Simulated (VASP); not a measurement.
# Si3Te (P6/mmm) in VASP: a series of runs

Si3Te is run at these levels: PBE; tasks: single point, relaxation of cell and atoms.

Everything below comes from runs of VASP 6.6.1. Logs are shortened: lines on timing, memory, paths and dates and some standing lists are left out, and cuts for length are marked.

### Step 1. The cell of the first run

Symmetry: P6/mmm, No. 191, hexagonal system. The conventional cell has a = 5.774 Å, b = 5.774 Å, c = 2.767 Å, α = 90.00°, β = 90.00°, γ = 120.00°. Within 3.6 Å of Si (site symmetry mmm) lie 6 Si at 2.77 to 2.89 Å and 2 Te at 2.89 Å. Te (site symmetry 6/mmm) has 2 Te at 2.77 Å and 6 Si at 2.89 Å within 3.6 Å.

The cell was generated, and may not be a known phase.

### Step 2. Single point, PBE

INCAR

```
SYSTEM = Si3Te
PREC = Accurate
ENCUT = 520
EDIFF = 1E-7
ISMEAR = 0
SIGMA = 0.1
LREAL = .False.
LASPH = .True.
NELM = 100
ALGO = Normal
ISIF = 2
LWAVE = .False.
LCHARG = .True.
GGA = PE
LELF = .True.
LVHAR = .True.
NBANDS = 17
```

KPOINTS

```
regular mesh
0
Gamma
  12 12 18
  0 0 0
```

POSCAR

```
Si3Te
1.0
    5.7743321920      0.0000000000      0.0000000000
   -2.8871660960      5.0007183681      0.0000000000
    0.0000000000      0.0000000000      2.7671843926
Si Te
3 1
Direct
    0.5000000000      0.0000000000      0.5000000000
    0.0000000000      0.5000000000      0.5000000000
    0.5000000000      0.5000000000      0.5000000000
    0.0000000000      0.0000000000      0.5000000000
```

Potentials or basis: VASP PAW PBE potentials, release 64 (Si, Te).

Command:

```sh
> cat potpaw_PBE.64/Si/POTCAR potpaw_PBE.64/Te/POTCAR > POTCAR
> mpirun -np 1 vasp_std > vasp.out
```

OUTCAR:

```text
SYSTEM = Si3Te
   PREC = Accurate
   ENCUT = 520
   EDIFF = 1E-7
   ISMEAR = 0
   LREAL = .False.
   LASPH = .True.
   NELM = 100
   ISIF = 2
   GGA = PE

 ion  position               nearest neighbor table
   1  0.500  0.000  0.500-   2 2.89   3 2.89   3 2.89   2 2.89   4 2.89   4 2.89
   2  0.000  0.500  0.500-   1 2.89   4 2.89   4 2.89   1 2.89   3 2.89   3 2.89
   3  0.500  0.500  0.500-   1 2.89   4 2.89   1 2.89   4 2.89   2 2.89   2 2.89
   4  0.000  0.000  0.500-   2 2.89   3 2.89   2 2.89   3 2.89   1 2.89   1 2.89

  LATTYP: Found a hexagonal cell.
 ALAT       =     5.7743321920
 C/A-ratio  =     0.4792215447

  Lattice vectors:

 A1 = (   5.7743321920,   0.0000000000,   0.0000000000)
 A2 = (  -2.8871660960,   5.0007183681,   0.0000000000)
 A3 = (   0.0000000000,   0.0000000000,   2.7671843926)

Analysis of symmetry for initial positions (statically):
=====================================================================
 Subroutine PRICEL returns:
 Original cell was already a primitive cell.

 Routine SETGRP: Setting up the symmetry group for a
 hexagonal supercell.

 Subroutine GETGRP returns: Found 24 space group operations
 (whereof 24 operations were pure point group operations)
 out of a pool of 24 trial point group operations.

The static configuration has the point symmetry D_6h.

Analysis of symmetry for dynamics (positions and initial velocities):
=====================================================================
 Subroutine PRICEL returns:
 Original cell was already a primitive cell.

 Routine SETGRP: Setting up the symmetry group for a
 hexagonal supercell.

 Subroutine GETGRP returns: Found 24 space group operations
 (whereof 24 operations were pure point group operations)
 out of a pool of 24 trial point group operations.

The dynamic configuration has the point symmetry D_6h.

 Subroutine INISYM returns: Found 24 space group operations
 (whereof 24 operations are pure point group operations),
 and found     1 'primitive' translations

----------------------------------------------------------------------------------------

                                     Primitive cell

  volume of cell :      79.9047

  direct lattice vectors                    reciprocal lattice vectors
     5.774332192  0.000000000  0.000000000     0.173180199  0.099985635  0.000000000
    -2.887166096  5.000718368  0.000000000     0.000000000  0.199971269  0.000000000
     0.000000000  0.000000000  2.767184393     0.000000000  0.000000000  0.361378158

  length of vectors
     5.774332192  5.774332192  2.767184393     0.199971269  0.199971269  0.361378158

  position of ions in fractional coordinates (direct lattice)
     0.500000000  0.000000000  0.500000000
     1.000000000  0.500000000  0.500000000
     0.500000000  0.500000000  0.500000000
     0.000000000  0.000000000  0.500000000

  ion indices of the primitive-cell ions
   primitive index   ion index
                 1           1
                 2           2
                 3           3
                 4           4

----------------------------------------------------------------------------------------

 KPOINTS: regular mesh

Automatic generation of k-mesh.
 Grid dimensions read from file:
 generate k-points for:   12   12   18

 Generating k-lattice:

  Cartesian coordinates                     Fractional coordinates (reciprocal lattice)
     0.014431683  0.008332136  0.000000000     0.083333333  0.000000000  0.000000000
     0.000000000  0.016664272  0.000000000     0.000000000  0.083333333  0.000000000
     0.000000000  0.000000000  0.020076564     0.000000000  0.000000000  0.055555556

  Length of vectors
     0.016664272  0.016664272  0.020076564

  Shift w.r.t. Gamma in fractional coordinates (k-lattice)
     0.000000000  0.000000000  0.000000000

 Subroutine IBZKPT returns following result:
 ===========================================

 Found    190 irreducible k-points:

 Following reciprocal coordinates:
            Coordinates               Weight
  0.000000  0.000000  0.000000      1.000000
  0.083333  0.000000  0.000000      6.000000
  0.166667  0.000000  0.000000      6.000000
  0.250000 -0.000000  0.000000      6.000000
  0.333333  0.000000  0.000000      6.000000
  0.416667 -0.000000  0.000000      6.000000
[... 16 lines left out ...]
  0.250000 -0.000000  0.055556     12.000000
  0.333333  0.000000  0.055556     12.000000
 [... further k-points ...]
   k-points           NKPTS =    190   k-points in BZ     NKDIM =    190   number of bands    NBANDS=     17
   number of dos      NEDOS =    301   number of ions     NIONS =      4
   total plane-waves  NPLWV =  55296
   dimension x,y,z NGX =    48 NGY =   48 NGZ =   24
   dimension x,y,z NGXF=    96 NGYF=   96 NGZF=   48
   ions per type =               3   1
   NGX,Y,Z   is equivalent  to a cutoff of  13.82, 13.82, 14.42 a.u.
   NGXF,Y,Z  is equivalent  to a cutoff of  27.64, 27.64, 28.84 a.u.
 SYSTEM =  Si3Te
   PREC   = accura    normal or accurate (medium, high low for compatibility)
   ISTART =      0    job   : 0-new  1-cont  2-samecut
   ICHARG =      2    charge: 1-file 2-atom 10-const
   ISPIN  =      1    spin polarized calculation?
   LNONCOLLINEAR =      F non collinear calculations
   LSORBIT =      F    spin-orbit coupling
   LASPH  =      T    aspherical Exc in radial PAW
   ENCUT  =  520.0 eV  38.22 Ry    6.18 a.u.  10.74 10.74  5.15*2*pi/ulx,y,z
   NELM   =    100;   NELMIN=  2; NELMDL= -5     # of ELM steps
   EDIFF  = 0.1E-06   stopping-criterion for ELM
   LREAL  =      F    real-space projection
   EDIFFG = 0.1E-05   stopping-criterion for IOM
   NSW    =      0    number of steps for IOM
   IBRION =     -1    ionic relax: 0-MD 1-quasi-New 2-CG
   NFREE  =      0    steps in history (QN), initial steepest desc. (CG)
   ISIF   =      2    stress and relaxation
   ISYM   =      2    0-nonsym 1-usesym 2-fastsym
   POTIM  = 0.5000    time-step for ionic-motion
   TEBEG  =    0.0;   TEEND  =   0.0 temperature during run
   PSTRESS=    0.0 pullay stress
   NELECT =      18.0000    total number of electrons
   NUPDOWN=      -1.0000    fix difference up-down
   EMIN   =  10.00;   EMAX   =-10.00  energy-range for DOS
   EFERMI =   0.00;   METHOD = LEGACY
   ISMEAR =     0;   SIGMA  =   0.10  broadening in eV -4-tet -1-fermi 0-gaus
   EFERMI_NEDOS =   21; number of points for ismear=-14 and -15
   IALGO  =     38    algorithm
   IMIX   =      4    mixing-type and parameters
     AMIX     =   0.40;   BMIX     =  1.00
     AMIX_MAG =   1.60;   BMIX_MAG =  1.00
  volume/ion in A,a.u.               =      19.98       134.81
  Fermi-wavevector in a.u.,A,eV,Ry     =   0.996112  1.882379 13.500237  0.992239
  Thomas-Fermi vector in A             =   2.128178
   LORBIT       =      0    0 simple, 1 ext, 2 COOP (PROOUT), +10 PAW based schemes
   GGA     = PE    functional components
   LHFCALC =     F    Hartree Fock is set to
   AEXX    =    0.0000 exact exchange contribution
   IVDW    =     0    specifies the selected vdW correction
   LEPSILON=     F    determine dielectric tensor
   LRPA    =     F    only Hartree local field effects (RPA)
 non-spin polarized calculation
 Gauss-broadening in eV      SIGMA  =   0.10
  energy-cutoff  :      520.00
  volume of cell :       79.90
 maximum number of plane-waves:      2182
 NGX is ok and might be reduce to    48
   NGX = 21   NGY = 21   NGZ = 11

 number of electron      18.0000001 magnetization

 Free energy of the ion-electron system (eV)
  ---------------------------------------------------
  ext. energy  EPLUGINS =         0.00000000
  ---------------------------------------------------
  free energy    TOTEN  =       -16.83028293 eV

  energy without entropy =      -16.81954616  energy(sigma->0) =      -16.82491455

 E-fermi :   8.1656     XC(G=0): -10.3102

 val. band max:        8.1643726643   @ k =   0.3333   0.1667   0.0000
 cond. band min:       8.1705280523   @ k =   0.3333   0.0833   0.3333
 fundamental gap:      0.0061553880
 Fermi energy:         8.1655664351

 k-point     1 :       0.0000    0.0000    0.0000
  band No.  band energies     occupation
      1      -6.6109      2.00000
      2      -1.4676      2.00000
      3       0.9392      2.00000
      4       0.9392      2.00000
      5       1.1766      2.00000
      6       1.1766      2.00000
[... 9 lines left out ...]
     16      15.1437      0.00000
     17      15.1437      0.00000

 k-point     2 :       0.0833    0.0000    0.0000
  band No.  band energies     occupation
      1      -6.5923      2.00000
      2      -1.5686      2.00000
      3       0.5442      2.00000
      4       0.6078      2.00000
      5       1.5805      2.00000
      6       1.5986      2.00000
[... 9 lines left out ...]
     16      15.0156      0.00000
     17      15.4345      0.00000

 k-point     3 :       0.1667    0.0000    0.0000
  band No.  band energies     occupation
      1      -6.5395      2.00000
      2      -1.8274      2.00000
      3       0.1182      2.00000
      4       0.2556      2.00000
      5       2.1478      2.00000
      6       2.1543      2.00000
[... 9 lines left out ...]
     16      15.4767      0.00000
     17      15.6876      0.00000

 k-point     4 :       0.2500   -0.0000    0.0000
  band No.  band energies     occupation
      1      -6.4624      2.00000
      2      -2.1517      2.00000
      3      -0.2156      2.00000
      4      -0.0234      2.00000
      5       2.7754      2.00000
      6       2.7868      2.00000
[... 9 lines left out ...]
     16      15.6064      0.00000
     17      16.2976      0.00000
[... 343 lines left out ...]
      1      -6.4806      2.00000
      2      -1.7711      2.00000
      3       0.1737      2.00000
      4       0.3109      2.00000
      5       2.2022      2.00000
      6       2.2076      2.00000
[... 9 lines left out ...]
     16      15.3576      0.00000
     17      15.5484      0.00000

 k-point    23 :       0.2500   -0.0000    0.0556
  band No.  band energies     occupation
      1      -6.4034      2.00000
      2      -2.0957      2.00000
      3      -0.1601      2.00000
      4       0.0319      2.00000
      5       2.8297      2.00000
      6       2.8397      2.00000
[... 9 lines left out ...]
     16      15.6245      0.00000
     17      15.7198      0.00000

 k-point    24 :       0.3333    0.0000    0.0556
  band No.  band energies     occupation
      1      -6.3195      2.00000
      2      -2.3983      2.00000
      3      -0.3940      2.00000
      4      -0.1688      2.00000
      5       3.4872      2.00000
      6       3.5586      2.00000
[... 9 lines left out ...]
     16      15.5207      0.00000
     17      15.7576      0.00000

 [... further k-points ...]

------------------------ aborting loop because EDIFF is reached ----------------------------------------

  FORCE on cell =-STRESS in cart. coord.  units (eV):
  Direction    XX          YY          ZZ          XY          YZ          ZX
  --------------------------------------------------------------------------------------
  -------------------------------------------------------------------------------------
  Total        0.0050400      0.0050400      0.0109729      0.0000000      0.0000000     -0.0000000
  in kB        0.1010584      0.1010584      0.2200194      0.0000000      0.0000000     -0.0000000
  external PRESSURE =       0.1407121 kB  Pullay stress =       0.0000000 kB

 VOLUME and BASIS-vectors are now :
 -----------------------------------------------------------------------------
  energy-cutoff  :      520.00
  volume of cell :       79.90
      direct lattice vectors                 reciprocal lattice vectors
     5.774332192  0.000000000  0.000000000     0.173180199  0.099985635  0.000000000
    -2.887166096  5.000718368  0.000000000     0.000000000  0.199971269  0.000000000
     0.000000000  0.000000000  2.767184393     0.000000000  0.000000000  0.361378158

 POSITION                                       TOTAL-FORCE (eV/Angst)
 -----------------------------------------------------------------------------------
      2.88717      0.00000      1.38359         0.000000      0.000000      0.000000
     -1.44358      2.50036      1.38359        -0.000000      0.000000      0.000000
      1.44358      2.50036      1.38359         0.000000      0.000000      0.000000
      0.00000      0.00000      1.38359        -0.000000      0.000000      0.000000
 -----------------------------------------------------------------------------------
    total drift:                               -0.000000      0.000000     -0.000000

  FREE ENERGIE OF THE ION-ELECTRON SYSTEM (eV)
  ---------------------------------------------------
  free  energy   TOTEN  =       -16.8302829302 eV

  energy  without entropy=      -16.8195461637  energy(sigma->0) =      -16.82491455
```

Wall time 7.5 min (1 thread of Intel Xeon 8259CL, shared host); peak memory 0.36 GiB.

Results:

- Free energy: -16.8303 eV
- Pressure: 0.0 GPa
- Band gap on the k mesh: zero (bands 9 and 10 overlap by 5.26 eV)

Levels at points of the mesh, in eV from the Fermi level:
```
           k point  band 7  band 8  band 9  band 10  band 11  band 12
(0.00, 0.00, 0.00)   -5.24    2.79    2.79     3.17     4.11     5.83
(0.50, 0.00, 0.00)   -2.92   -1.52    0.01     0.19     3.72     4.64
(0.00, 0.00, 0.50)   -3.47   -3.47   -2.57    -1.83    -1.83     1.61
(0.50, 0.00, 0.50)   -2.91   -2.17   -0.26    -0.10     0.02     1.08
```

Caveat: spin-orbit coupling is left out, which moves the levels of the heavy elements.

### Step 3. Relaxation of cell and atoms, PBE

This run uses another cell than the first one, of 20.03 Å³/atom.

INCAR

```
SYSTEM = Si3Te
PREC = Accurate
ENCUT = 600
EDIFF = 1E-6
ISMEAR = 0
SIGMA = 0.1
LREAL = .False.
LASPH = .True.
NELM = 100
ALGO = Normal
ISIF = 3
LWAVE = .False.
LCHARG = .False.
GGA = PE
IBRION = 2
NSW = 100
EDIFFG = -0.01
```

KPOINTS

```
Automatic mesh
0
Gamma
  12 12 18
  0 0 0
```

POSCAR

```
Si3Te
1.0
    5.9185935468      0.0000000000      0.0000000000
   -2.9592967734      5.1256523662      0.0000000000
    0.0000000000      0.0000000000      2.6414368954
Si Te
3 1
Direct
    0.5000000000      0.0000000000      0.5000000000
    0.0000000000      0.5000000000      0.5000000000
    0.5000000000      0.5000000000      0.5000000000
    0.0000000000      0.0000000000      0.5000000000
```

Potentials or basis: VASP PAW PBE potentials, release 64 (Si, Te).

Command:

```sh
> cat potpaw_PBE.64/Si/POTCAR potpaw_PBE.64/Te/POTCAR > POTCAR
> mpirun -np 1 vasp_std > vasp.out
```

Run time: 21 min. Hardware: 1 thread of Intel Xeon 8259CL, shared host; peak memory 0.39 GiB.

Results (log left out):

```
Free energy                           : -16.8304 eV
Relaxed volume                        : 19.98 Å³/atom
Relaxed cell                          : a = 5.776 Å, b = 5.776 Å, c = 2.767 Å, α = 90.00°, β = 90.00°, γ = 120.00°
Space group after relaxing (to 0.1 Å) : P6/mmm (No. 191)
Energy gained by relaxing             : 33.0 meV/atom
Ionic steps                           : 6
Pressure after relaxing               : 0.0 GPa
Band gap on the k mesh                : zero (bands 9 and 10 overlap by 5.26 eV)
```

The path:
| step | energy change (eV) | largest force (eV/Å) | pressure (GPa) | volume (Å³) |
| --- | --- | --- | --- | --- |
| 1 | 0.0000 | 0.0000 | 0.89 | 80.13 |
| 2 | -0.1259 | 0.0000 | -1.07 | 81.26 |
| 3 | -0.1279 | 0.0000 | -0.88 | 81.08 |
| 4 | -0.1282 | 0.0000 | -0.92 | 81.12 |
| 5 | -0.1318 | 0.0000 | 0.10 | 79.82 |
| 6 | -0.1318 | 0.0000 | 0.01 | 79.93 |

Final structure:
```
Si Te
1.0
     5.77558    0.00000    0.00000
    -2.88779    5.00180    0.00000
     0.00000    0.00000    2.76698
Si Te
3 1
Direct
  0.50000 0.00000 0.50000
  0.00000 0.50000 0.50000
  0.50000 0.50000 0.50000
  0.00000 0.00000 0.50000
```

Levels at points of the mesh, in eV from the Fermi level:
| k point | band 5 | band 6 | band 7 | band 8 | band 9 | band 10 | band 11 | band 12 | band 13 |
| --- | --- | --- | --- | --- | --- | --- | --- | --- | --- |
| (0.00, 0.00, 0.00) | -6.99 | -6.99 | -5.23 | 2.78 | 2.78 | 3.16 | 4.12 | 5.83 | 5.88 |
| (0.50, 0.00, 0.00) | -3.83 | -3.07 | -2.92 | -1.52 | 0.00 | 0.19 | 3.72 | 4.64 | 4.94 |
| (0.00, 0.00, 0.50) | -4.31 | -3.72 | -3.47 | -3.47 | -2.57 | -1.83 | -1.83 | 1.61 | 1.61 |
| (0.50, 0.00, 0.50) | -5.29 | -4.39 | -2.91 | -2.17 | -0.26 | -0.10 | 0.02 | 1.08 | 3.00 |

Caveat: spin-orbit coupling is left out, which moves the levels of the heavy elements.
